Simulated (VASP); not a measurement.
A run of VASP 6.6.1:

INCAR

```
SYSTEM = WS2
  PREC = Accurate
  ENCUT = 520
  EDIFF = 1E-7
  ISMEAR = 0
  SIGMA = 0.05
  LREAL = .FALSE.
  LASPH = .TRUE.
  NELM = 80
  ALGO = Fast
  ISIF = 2
  LWAVE = .FALSE.
  LCHARG = .FALSE.
  GGA = PS
  ISYM = 0
  NBANDS = 64
```

KPOINTS

```
Automatic mesh
0
G
  2 9 3
  0 0 0
```

Contents of POSCAR:

```
WS2
1.0
   -1.5728881103     -2.7243221217     16.9534210371
    1.5728881103     -2.7243221217      0.0000000000
   12.0024961490      6.9296443825      0.4759772594
W S
4 8
Direct
   -0.0212929411      0.5106464706      0.7584147952
   -0.0048273465      0.0024136732      0.1719410649
   -0.0103158780      0.5051579390      0.3674323084
   -0.0158044096      0.0079022048      0.5629235518
    0.9014265629      0.5492867186      0.2190367591
    0.8959380313      0.0520309843      0.4145280026
    0.8904494998      0.5547752501      0.6100192460
    0.9069150944      0.0465424528      0.0235455157
    0.0907482548      0.9546258726      0.0596816230
    0.0852597232      0.4573701384      0.2551728664
    0.0797711917      0.9601144042      0.4506641098
    0.0742826601      0.4628586699      0.6461553533
```

Potentials or basis: VASP PAW PBE potentials, release 64 (W_sv, S).

Launch:

```bash
$ cat potpaw_PBE.64/W_sv/POTCAR potpaw_PBE.64/S/POTCAR > POTCAR
$ mpirun -np 1 vasp_std > vasp.out
```

Hardware: 1 thread of Oxide Virtual Turin-like Processor, with other jobs on the host.

Q: How long does it take, and how much memory?

A: Run time: 59 min on 1 thread of Oxide Virtual Turin-like Processor (shared host), peak memory 1.3 GiB. Counts: scf iterations 32, k points 28.
